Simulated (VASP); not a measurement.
## TaSiRh3: single point with PBE

The system is TaSiRh3.

```
CELL_PARAMETERS angstrom
4.35646 0.00000 0.00000
0.00000 4.35646 0.00000
0.00000 0.00000 4.35646
ATOMIC_POSITIONS crystal
Ta 0.50000 0.50000 0.50000
Si 0.00000 0.00000 0.00000
Rh 0.50000 0.00000 0.00000
Rh 0.00000 0.50000 0.00000
Rh 0.00000 0.00000 0.50000
```

- Program: VASP 6.6.1
- Task: single point
- Functional: PBE
- Potentials or basis: VASP PAW PBE potentials, release 64 (Ta_pv, Si, Rh_pv)
- Cutoff: 520 eV
- k mesh: 4 × 4 × 4
- Occupations: gaussian, width 0.1 eV
- Spin: collinear spin, ferromagnetic start
- Starting moments: [0.0, 0.0, 1.0, 1.0, 1.0] μB

- Pressure: 0.3 GPa
- Net moment: 1.44 μB per cell
- Site moments: Ta +0.63; Si -0.00; Rh +0.18 μB
- Valence electrons inside the program's atomic spheres: Ta 8.35; Si 1.85; Rh 13.95

Levels at points of the mesh, in eV from the Fermi level:
Spin up:
| k point | band 28 | band 29 | band 30 | band 31 | band 32 | band 33 | band 34 | band 35 |
| --- | --- | --- | --- | --- | --- | --- | --- | --- |
| (0.00, 0.00, 0.00) | -0.93 | -0.93 | -0.93 | -0.64 | 0.71 | 0.71 | 1.75 | 1.75 |
| (0.50, 0.00, 0.00) | -1.53 | -0.92 | -0.56 | -0.56 | 0.16 | 0.46 | 1.69 | 2.10 |
| (0.50, 0.50, 0.00) | -1.99 | -1.55 | -0.16 | -0.16 | 0.09 | 0.09 | 0.37 | 0.90 |
| (0.50, 0.50, 0.50) | -0.92 | -0.72 | -0.72 | -0.72 | -0.02 | -0.02 | -0.02 | 1.40 |
Spin down:
| k point | band 25 | band 26 | band 27 | band 28 | band 29 | band 30 | band 31 | band 32 | band 33 | band 34 |
| --- | --- | --- | --- | --- | --- | --- | --- | --- | --- | --- |
| (0.00, 0.00, 0.00) | -1.73 | -1.73 | -1.73 | -0.72 | -0.72 | -0.72 | -0.49 | 1.01 | 1.01 | 2.25 |
| (0.50, 0.00, 0.00) | -2.26 | -1.92 | -1.92 | -1.39 | -0.72 | -0.08 | -0.08 | 0.58 | 0.76 | 2.17 |
| (0.50, 0.50, 0.00) | -2.69 | -2.01 | -1.96 | -1.86 | -1.49 | 0.26 | 0.26 | 0.39 | 0.39 | 0.79 |
| (0.50, 0.50, 0.50) | -2.03 | -0.75 | -0.75 | -0.75 | -0.58 | -0.58 | -0.58 | 0.35 | 0.35 | 0.35 |

Wall time 86 s on 1 thread of AMD EPYC 7R13 Processor (Zen 3), on a shared host, peak memory 0.2 GiB.

Caveat: the k points lie up to 0.36 Å⁻¹ apart; spin-orbit coupling is left out, which moves the levels of the heavy elements.
